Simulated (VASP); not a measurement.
# Pd (Fm-3m) in VASP: single point with PBE

Aim: the single point of Pd with PBE.

Everything below comes from runs of VASP 6.6.1. Logs are shortened: lines on timing, memory, paths and dates and some standing lists are left out, and cuts for length are marked.

### 1 The cell of the first run

Symmetry: Fm-3m, No. 225, cubic system. Conventional cell: a = 3.942 Å, b = 3.942 Å, c = 3.942 Å, α = 90.00°, β = 90.00°, γ = 90.00°. Pd (site symmetry m-3m) has 12 Pd at 2.79 Å within 3.7 Å.

### 2 Single point, PBE

INCAR reads:

```
SYSTEM = Pd
PREC = Accurate
ENCUT = 520
EDIFF = 1E-7
ISMEAR = 0
SIGMA = 0.05
LREAL = .FALSE.
LASPH = .TRUE.
NELM = 100
ALGO = Normal
ISIF = 2
LWAVE = .FALSE.
LCHARG = .TRUE.
GGA = PE
LELF = .TRUE.
LVHAR = .TRUE.
NBANDS = 11
```

KPOINTS reads:

```
Automatic mesh
0
G
  18 18 18
  0 0 0
```

POSCAR reads:

```
Pd
1.0
    0.0000000000      1.9708387503      1.9708387503
    1.9708387503      0.0000000000      1.9708387503
    1.9708387503      1.9708387503      0.0000000000
Pd
1
Direct
    0.0000000000      0.0000000000      0.0000000000
```

Potentials or basis: VASP PAW PBE potentials, release 64 (Pd).

The run is started by

```console
$ cat potpaw_PBE.64/Pd/POTCAR > POTCAR
$ mpirun -np 1 vasp_std > vasp.out
```

OUTCAR:

```text
SYSTEM = Pd
   PREC = Accurate
   ENCUT = 520
   EDIFF = 1E-7
   ISMEAR = 0
   LREAL = .FALSE.
   LASPH = .TRUE.
   NELM = 100
   ISIF = 2
   GGA = PE

 ion  position               nearest neighbor table
   1  0.000  0.000  0.000-

  LATTYP: Found a face centered cubic cell.
 ALAT       =     3.9416775006

  Lattice vectors:

 A1 = (   0.0000000000,   1.9708387503,   1.9708387503)
 A2 = (   1.9708387503,   0.0000000000,   1.9708387503)
 A3 = (   1.9708387503,   1.9708387503,   0.0000000000)

Analysis of symmetry for initial positions (statically):
=====================================================================
 Subroutine PRICEL returns:
 Original cell was already a primitive cell.

 Routine SETGRP: Setting up the symmetry group for a
 face centered cubic supercell.

 Subroutine GETGRP returns: Found 48 space group operations
 (whereof 48 operations were pure point group operations)
 out of a pool of 48 trial point group operations.

The static configuration has the point symmetry O_h .

Analysis of symmetry for dynamics (positions and initial velocities):
=====================================================================
 Subroutine PRICEL returns:
 Original cell was already a primitive cell.

 Routine SETGRP: Setting up the symmetry group for a
 face centered cubic supercell.

 Subroutine GETGRP returns: Found 48 space group operations
 (whereof 48 operations were pure point group operations)
 out of a pool of 48 trial point group operations.

The dynamic configuration has the point symmetry O_h .

 Subroutine INISYM returns: Found 48 space group operations
 (whereof 48 operations are pure point group operations),
 and found     1 'primitive' translations

----------------------------------------------------------------------------------------

                                     Primitive cell

  volume of cell :      15.3103

  direct lattice vectors                    reciprocal lattice vectors
     0.000000000  1.970838750  1.970838750    -0.253699091  0.253699091  0.253699091
     1.970838750  0.000000000  1.970838750     0.253699091 -0.253699091  0.253699091
     1.970838750  1.970838750  0.000000000     0.253699091  0.253699091 -0.253699091

  length of vectors
     2.787186890  2.787186890  2.787186890     0.439419716  0.439419716  0.439419716

  position of ions in fractional coordinates (direct lattice)
     0.000000000  0.000000000  0.000000000

  ion indices of the primitive-cell ions
   primitive index   ion index
                 1           1

[... 72 lines left out ...]
   LREAL  =      F    real-space projection
   EDIFFG = 0.1E-05   stopping-criterion for IOM
   NSW    =      0    number of steps for IOM
   IBRION =     -1    ionic relax: 0-MD 1-quasi-New 2-CG
   NFREE  =      0    steps in history (QN), initial steepest desc. (CG)
   ISIF   =      2    stress and relaxation
   ISYM   =      2    0-nonsym 1-usesym 2-fastsym
   POTIM  = 0.5000    time-step for ionic-motion
   TEBEG  =    0.0;   TEEND  =   0.0 temperature during run
   PSTRESS=    0.0 pullay stress
   NELECT =      10.0000    total number of electrons
   NUPDOWN=      -1.0000    fix difference up-down
   EMIN   =  10.00;   EMAX   =-10.00  energy-range for DOS
   EFERMI =   0.00;   METHOD = LEGACY
   ISMEAR =     0;   SIGMA  =   0.05  broadening in eV -4-tet -1-fermi 0-gaus
   EFERMI_NEDOS =   21; number of points for ismear=-14 and -15
   IALGO  =     38    algorithm
   IMIX   =      4    mixing-type and parameters
     AMIX     =   0.40;   BMIX     =  1.00
     AMIX_MAG =   1.60;   BMIX_MAG =  1.00
  volume/ion in A,a.u.               =      15.31       103.32
  Fermi-wavevector in a.u.,A,eV,Ry     =   1.420410  2.684186 27.450635  2.017565
  Thomas-Fermi vector in A             =   2.541328
   LORBIT       =      0    0 simple, 1 ext, 2 COOP (PROOUT), +10 PAW based schemes
   GGA     = PE    functional components
   LHFCALC =     F    Hartree Fock is set to
   AEXX    =    0.0000 exact exchange contribution
   IVDW    =     0    specifies the selected vdW correction
   LEPSILON=     F    determine dielectric tensor
   LRPA    =     F    only Hartree local field effects (RPA)
 non-spin polarized calculation
 Gauss-broadening in eV      SIGMA  =   0.05
  energy-cutoff  :      520.00
  volume of cell :       15.31
 maximum number of plane-waves:       424
 NGX is ok and might be reduce to    24
   NGX = 11   NGY = 11   NGZ = 11

 number of electron      10.0000000 magnetization

 Free energy of the ion-electron system (eV)
  ---------------------------------------------------
  ext. energy  EPLUGINS =         0.00000000
  ---------------------------------------------------
  free energy    TOTEN  =        -5.22115879 eV

  energy without entropy =       -5.21770680  energy(sigma->0) =       -5.21943279

 E-fermi :   9.1570     XC(G=0): -12.9532

 val. band max:        9.1552183293   @ k =   0.5000   0.1111   0.0000
 cond. band min:       9.1573967316   @ k =   0.4444   0.1667   0.0000
 fundamental gap:      0.0021784023
 Fermi energy:         9.1569840947

 k-point     1 :       0.0000    0.0000    0.0000
  band No.  band energies     occupation
      1       2.3117      2.00000
      2       6.4915      2.00000
      3       6.4915      2.00000
      4       6.4915      2.00000
      5       8.0072      2.00000
      6       8.0072      2.00000
      7      26.3337      0.00000
      8      30.8999      0.00000
      9      30.8999      0.00000
     10      30.8999      0.00000
     11      35.4845      0.00000
[... 309 lines left out ...]
 k-point    24 :      -0.2222    0.0556    0.0000
  band No.  band energies     occupation
      1       3.9836      2.00000
      2       6.2863      2.00000
      3       6.8002      2.00000
      4       6.8314      2.00000
      5       7.8988      2.00000
      6       8.3928      2.00000
      7      23.7846      0.00000
      8      27.2723      0.00000
      9      30.9279      0.00000
     10      33.3950      0.00000
     11      33.7052      0.00000

 [... further k-points ...]
[... 5 lines left out ...]
  --------------------------------------------------------------------------------------
  -------------------------------------------------------------------------------------
  Total       -0.0271815     -0.0271815     -0.0271815      0.0000000      0.0000000      0.0000000
  in kB       -2.8444654     -2.8444654     -2.8444654      0.0000000      0.0000000      0.0000000
  external PRESSURE =      -2.8444654 kB  Pullay stress =       0.0000000 kB

 VOLUME and BASIS-vectors are now :
 -----------------------------------------------------------------------------
  energy-cutoff  :      520.00
  volume of cell :       15.31
      direct lattice vectors                 reciprocal lattice vectors
     0.000000000  1.970838750  1.970838750    -0.253699091  0.253699091  0.253699091
     1.970838750  0.000000000  1.970838750     0.253699091 -0.253699091  0.253699091
     1.970838750  1.970838750  0.000000000     0.253699091  0.253699091 -0.253699091

 POSITION                                       TOTAL-FORCE (eV/Angst)
 -----------------------------------------------------------------------------------
      0.00000      0.00000      0.00000         0.000000      0.000000      0.000000
 -----------------------------------------------------------------------------------
    total drift:                               -0.000000     -0.000000     -0.000000

  FREE ENERGIE OF THE ION-ELECTRON SYSTEM (eV)
  ---------------------------------------------------
  free  energy   TOTEN  =        -5.2211587855 eV

  energy  without entropy=       -5.2177067996  energy(sigma->0) =       -5.21943279
```

stdout:

```text
POSCAR found type information on POSCAR Pd
 POSCAR found :  1 types and       1 ions
 scaLAPACK will be used
 LDA part: xc-table for (Slater+PW92), standard interpolation
 POSCAR, INCAR and KPOINTS ok, starting setup
 FFT: planning ... GRIDC
 FFT: planning ... GRID_SOFT
 FFT: planning ... GRID
 WAVECAR not read
 entering main loop
```

Wall time 82 s (1 thread of AMD EPYC 7R13, shared host); peak memory 0.13 GiB.

Results:

* Free energy: -5.2212 eV
* Pressure: -0.3 GPa
* Band gap on the k mesh: zero (band 5 reaches 9.43 eV, above the bottom of band 6 at 7.95 eV)
